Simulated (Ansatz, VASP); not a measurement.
MgS in VASP and in Ansatz

The input INCAR:

```
SYSTEM = MgS
PREC     = Accurate       ! precision mode
ENCUT    = 520            ! plane-wave cutoff, eV
EDIFF    = 1E-7           ! SCF threshold, eV
ISMEAR   = 0              ! smearing method
SIGMA    = 0.02           ! smearing width, eV
LREAL    = .FALSE.        ! projectors in reciprocal space
LASPH    = .TRUE.         ! aspherical terms in the spheres
NELM     = 60             ! most SCF steps
ALGO     = Normal         ! electronic algorithm
ISIF     = 2              ! what is computed and relaxed
LWAVE    = .FALSE.        ! write WAVECAR
LCHARG   = .FALSE.        ! write CHGCAR
GGA      = PE             ! functional
IBRION   = 2              ! ionic algorithm
NSW      = 60             ! ionic steps
EDIFFG   = -0.008         ! ionic threshold
```

The input KPOINTS:

```
Automatic mesh
0
G
  6 6 4
  0 0 0
```

POSCAR

```
MgS
1.0
    2.8486069961      2.8486069961      0.0000000000
   -2.8486069961      2.8486069961      0.0000000000
    0.3625684783      0.3625684783      5.6972139921
Mg S
2 2
Direct
    0.0077867201      0.0000000000     -0.0004543039
    0.5077867201      0.5000000000      0.4995456961
    0.4922132799      0.0000000000      0.2504543039
   -0.0077867201      0.5000000000      0.7504543039
```

Input for Ansatz:

```yaml
crystal:
  lattice:
    - [2.8486069961, 2.8486069961, 0.0]
    - [-2.8486069961, 2.8486069961, 0.0]
    - [0.3625684783, 0.3625684783, 5.6972139921]
  atoms:
    - { symbol: Mg, position: [0.0077867201, 0.0, -0.0004543039] }
    - { symbol: Mg, position: [0.5077867201, 0.5, 0.4995456961] }
    - { symbol: S, position: [0.4922132799, 0.0, 0.2504543039] }
    - { symbol: S, position: [-0.0077867201, 0.5, 0.7504543039] }
basis:
  ecutwfc: 420
kpoints:
  mp_grid: { grid: [6, 6, 4] }
hamiltonian:
  xc: pbe
scf:
  occupations: { method: gaussian, width: 0.02 }
output:
  forces: true
  stress: true
  eigenvalues: true
relax:
  adjacent_minimum: "off"
  f_tol: 0.008
  max_steps: 40
```

Change from the starting cell: shear of c along a, cell held, atoms relaxed: +9.0 %.

Alike in both runs: task relaxation of the atoms; functional PBE; k mesh 6 × 6 × 4; occupations gaussian, width 0.02 eV; no spin polarisation.

|  | VASP | Ansatz |
| --- | --- | --- |
| version | VASP 6.6.1 | Ansatz 0.2.0 |
| potentials or method | VASP PAW PBE potentials, release 64 (Mg, S), cutoff 520 eV | scalar-relativistic, plane waves, PAW |
| valence electrons in the cell | 16 | 32 |

```csv
,VASP,Ansatz,Ansatz less VASP
"gap on the k mesh at the Fermi level, each at its own relaxed structure (eV)",3.01,3.02,+0.009
```

VASP's potentials hold 16 valence electrons a cell and Ansatz's 32, so a difference there can come from the potentials and not from the codes. Ansatz's warnings: stress scf threshold loose.
